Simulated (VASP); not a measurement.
# Sb (Im-3m) in VASP: notebook

Sb is run at these levels: PBE; tasks: single point, relaxation of cell and atoms.

All numbers are computed with VASP 6.6.1; they aren't measurements. Logs are shortened: lines on timing, memory, paths and dates and some standing lists are left out, and cuts for length are marked.

## 1. The cell of the first run

The structure is cubic, space group Im-3m (No. 229). The conventional cell has a = 3.194 Å, b = 3.194 Å, c = 3.194 Å, α = 90.00°, β = 90.00°, γ = 90.00°. Within 3.6 Å of Sb (site symmetry m-3m) lie 14 Sb at 2.77 to 3.19 Å.

## 2. Single point, PBE

INCAR reads:

```
SYSTEM = Sb
PREC     = Accurate       ! precision mode
ENCUT    = 520            ! plane-wave cutoff, eV
EDIFF    = 1E-7           ! SCF threshold, eV
ISMEAR   = -1             ! smearing method
SIGMA    = 0.08           ! smearing width, eV
LREAL    = .FALSE.        ! projectors in reciprocal space
LASPH    = .TRUE.         ! aspherical terms in the spheres
NELM     = 80             ! most SCF steps
ALGO     = Normal         ! electronic algorithm
ISIF     = 2              ! what is computed and relaxed
LWAVE    = .FALSE.        ! write WAVECAR
LCHARG   = .FALSE.        ! write CHGCAR
GGA      = PE             ! functional
NBANDS   = 8              ! bands
```

KPOINTS reads:

```
regular mesh
0
G
  17 17 17
  0 0 0
```

POSCAR reads:

```
Sb
1.0
   -1.5968301932      1.5968301932      1.5968301932
    1.5968301932     -1.5968301932      1.5968301932
    1.5968301932      1.5968301932     -1.5968301932
Sb
1
Direct
    0.0000000000      0.0000000000      0.0000000000
```

Potentials or basis: VASP PAW PBE potentials, release 64 (Sb).

On the command line:

```bash
$ cat potpaw_PBE.64/Sb/POTCAR > POTCAR
$ mpirun -np 1 vasp_std > vasp.out
```

OUTCAR:

```text
SYSTEM = Sb
   PREC = Accurate
   ENCUT = 520
   EDIFF = 1E-7
   ISMEAR = -1
   LREAL = .FALSE.
   LASPH = .TRUE.
   NELM = 80
   ISIF = 2
   GGA = PE

 ion  position               nearest neighbor table
   1  0.000  0.000  0.000-

  LATTYP: Found a body centered cubic cell.
 ALAT       =     3.1936603864

  Lattice vectors:

 A1 = (  -1.5968301932,   1.5968301932,   1.5968301932)
 A2 = (   1.5968301932,  -1.5968301932,   1.5968301932)
 A3 = (   1.5968301932,   1.5968301932,  -1.5968301932)

Analysis of symmetry for initial positions (statically):
=====================================================================
 Subroutine PRICEL returns:
 Original cell was already a primitive cell.

 Routine SETGRP: Setting up the symmetry group for a
 body centered cubic supercell.

 Subroutine GETGRP returns: Found 48 space group operations
 (whereof 48 operations were pure point group operations)
 out of a pool of 48 trial point group operations.

The static configuration has the point symmetry O_h .

Analysis of symmetry for dynamics (positions and initial velocities):
=====================================================================
 Subroutine PRICEL returns:
 Original cell was already a primitive cell.

 Routine SETGRP: Setting up the symmetry group for a
 body centered cubic supercell.

 Subroutine GETGRP returns: Found 48 space group operations
 (whereof 48 operations were pure point group operations)
 out of a pool of 48 trial point group operations.

The dynamic configuration has the point symmetry O_h .

 Subroutine INISYM returns: Found 48 space group operations
 (whereof 48 operations are pure point group operations),
 and found     1 'primitive' translations

----------------------------------------------------------------------------------------

                                     Primitive cell

  volume of cell :      16.2868

  direct lattice vectors                    reciprocal lattice vectors
    -1.596830193  1.596830193  1.596830193     0.000000000  0.313120332  0.313120332
     1.596830193 -1.596830193  1.596830193     0.313120332  0.000000000  0.313120332
     1.596830193  1.596830193 -1.596830193     0.313120332  0.313120332  0.000000000

  length of vectors
     2.765791026  2.765791026  2.765791026     0.442819020  0.442819020  0.442819020

  position of ions in fractional coordinates (direct lattice)
     0.000000000  0.000000000  0.000000000

  ion indices of the primitive-cell ions
   primitive index   ion index
                 1           1

[... 69 lines left out ...]
   ENCUT  =  520.0 eV  38.22 Ry    6.18 a.u.   5.14  5.14  5.14*2*pi/ulx,y,z
   NELM   =     80;   NELMIN=  2; NELMDL= -5     # of ELM steps
   EDIFF  = 0.1E-06   stopping-criterion for ELM
   LREAL  =      F    real-space projection
   EDIFFG = 0.1E-05   stopping-criterion for IOM
   NSW    =      0    number of steps for IOM
   IBRION =     -1    ionic relax: 0-MD 1-quasi-New 2-CG
   NFREE  =      0    steps in history (QN), initial steepest desc. (CG)
   ISIF   =      2    stress and relaxation
   ISYM   =      2    0-nonsym 1-usesym 2-fastsym
   POTIM  = 0.5000    time-step for ionic-motion
   TEBEG  =    0.0;   TEEND  =   0.0 temperature during run
   PSTRESS=    0.0 pullay stress
   NELECT =       5.0000    total number of electrons
   NUPDOWN=      -1.0000    fix difference up-down
   EMIN   =  10.00;   EMAX   =-10.00  energy-range for DOS
   EFERMI =   0.00;   METHOD = LEGACY
   ISMEAR =    -1;   SIGMA  =   0.08  broadening in eV -4-tet -1-fermi 0-gaus
   EFERMI_NEDOS =   21; number of points for ismear=-14 and -15
   IALGO  =     38    algorithm
   IMIX   =      4    mixing-type and parameters
     AMIX     =   0.40;   BMIX     =  1.00
     AMIX_MAG =   1.60;   BMIX_MAG =  1.00
  volume/ion in A,a.u.               =      16.29       109.91
  Fermi-wavevector in a.u.,A,eV,Ry     =   1.104382  2.086980 16.594485  1.219660
  Thomas-Fermi vector in A             =   2.240854
   LORBIT       =      0    0 simple, 1 ext, 2 COOP (PROOUT), +10 PAW based schemes
   GGA     = PE    functional components
   LHFCALC =     F    Hartree Fock is set to
   AEXX    =    0.0000 exact exchange contribution
   IVDW    =     0    specifies the selected vdW correction
   LEPSILON=     F    determine dielectric tensor
   LRPA    =     F    only Hartree local field effects (RPA)
 non-spin polarized calculation
  energy-cutoff  :      520.00
  volume of cell :       16.29
 maximum number of plane-waves:       456
 NGX is ok and might be reduce to    24
   NGX = 11   NGY = 11   NGZ = 11

 number of electron       5.0000000 magnetization

 Free energy of the ion-electron system (eV)
  ---------------------------------------------------
  ext. energy  EPLUGINS =         0.00000000
  ---------------------------------------------------
  free energy    TOTEN  =        -1.78464507 eV

  energy without entropy =       -1.77692583  energy(sigma->0) =       -1.78078545

 E-fermi :  16.8999     XC(G=0): -12.5797

 val. band max:       16.8952652687   @ k =  -0.3529   0.3529   0.3529
 cond. band min:      16.9086331276   @ k =  -0.4118   0.4706   0.1176
 fundamental gap:      0.0133678589
 Fermi energy:        16.8998609178

 k-point     1 :       0.0000    0.0000    0.0000
  band No.  band energies     occupation
      1      -1.2729      2.00000
      2      27.5314      0.00000
      3      27.5314      0.00000
      4      27.5314      0.00000
      5      28.4614      0.00000
      6      28.4614      0.00000
      7      28.4614      0.00000
      8      29.5036      0.00000
[... 243 lines left out ...]
 k-point    24 :       0.1765    0.1765    0.0000
  band No.  band energies     occupation
      1       1.7664      2.00000
      2      16.4142      1.99539
      3      17.5961      0.00033
      4      22.0086      0.00000
      5      27.3766      0.00000
      6      27.9096      0.00000
      7      31.2399      0.00000
      8      32.2266      0.00000

 [... further k-points ...]
[... 5 lines left out ...]
  --------------------------------------------------------------------------------------
  -------------------------------------------------------------------------------------
  Total       10.3201668     10.3201668     10.3201668     -0.0000000      0.0000000      0.0000000
  in kB     1015.2221899   1015.2221899   1015.2221899     -0.0000000      0.0000000      0.0000000
  external PRESSURE =    1015.2221899 kB  Pullay stress =       0.0000000 kB

 VOLUME and BASIS-vectors are now :
 -----------------------------------------------------------------------------
  energy-cutoff  :      520.00
  volume of cell :       16.29
      direct lattice vectors                 reciprocal lattice vectors
    -1.596830193  1.596830193  1.596830193     0.000000000  0.313120332  0.313120332
     1.596830193 -1.596830193  1.596830193     0.313120332  0.000000000  0.313120332
     1.596830193  1.596830193 -1.596830193     0.313120332  0.313120332  0.000000000

 POSITION                                       TOTAL-FORCE (eV/Angst)
 -----------------------------------------------------------------------------------
      0.00000      0.00000      0.00000         0.000000      0.000000      0.000000
 -----------------------------------------------------------------------------------
    total drift:                                0.000000      0.000000      0.000000

  FREE ENERGIE OF THE ION-ELECTRON SYSTEM (eV)
  ---------------------------------------------------
  free  energy   TOTEN  =        -1.7846450661 eV

  energy  without entropy=       -1.7769258316  energy(sigma->0) =       -1.78078545
```

OSZICAR:

```text
N       E                     dE             d eps       ncg     rms          rms(c)
DAV:   1     0.808925547533E+01    0.80893E+01   -0.18172E+03  2800   0.426E+02
DAV:   2    -0.172899519325E+01   -0.98183E+01   -0.91144E+01  3560   0.596E+01
DAV:   3    -0.182167775107E+01   -0.92683E-01   -0.92567E-01  3472   0.646E+00
DAV:   4    -0.182185561716E+01   -0.17787E-03   -0.17787E-03  3784   0.309E-01
DAV:   5    -0.182185603386E+01   -0.41670E-06   -0.41637E-06  3472   0.102E-02    0.465E+00
DAV:   6    -0.179788984450E+01    0.23966E-01   -0.12497E-03  3656   0.257E-01    0.289E+00
DAV:   7    -0.178479577249E+01    0.13094E-01   -0.24328E-03  3704   0.369E-01    0.597E-02
DAV:   8    -0.178464885658E+01    0.14692E-03   -0.13681E-04  3224   0.689E-02    0.123E-02
DAV:   9    -0.178464436212E+01    0.44945E-05   -0.40481E-06  4104   0.123E-02    0.435E-03
DAV:  10    -0.178464475568E+01   -0.39356E-06   -0.34297E-07  3408   0.411E-03    0.237E-03
DAV:  11    -0.178464520206E+01   -0.44638E-06   -0.41867E-09  3296   0.435E-04    0.399E-04
DAV:  12    -0.178464507718E+01    0.12488E-06   -0.31575E-10  1672   0.125E-04    0.414E-05
DAV:  13    -0.178464506608E+01    0.11097E-07   -0.14592E-11  1568   0.328E-05
   1 F= -.17846451E+01 E0= -.17807854E+01  d E =-.771923E-02
```

stdout:

```text
POSCAR found type information on POSCAR Sb
 POSCAR found :  1 types and       1 ions
 scaLAPACK will be used
 LDA part: xc-table for (Slater+PW92), standard interpolation
 POSCAR, INCAR and KPOINTS ok, starting setup
 FFT: planning ... GRIDC
 FFT: planning ... GRID_SOFT
 FFT: planning ... GRID
 WAVECAR not read
 entering main loop
```

Wall time 15 s (1 thread of Intel Xeon Platinum 8488C (Sapphire Rapids), shared host); peak memory 0.15 GiB.

What came out:

```
Free energy : -1.7846 eV
Pressure    : 101.5 GPa
```

Caveat: spin-orbit coupling is left out, which moves the levels of the heavy elements.

[end of part 1 of 3]
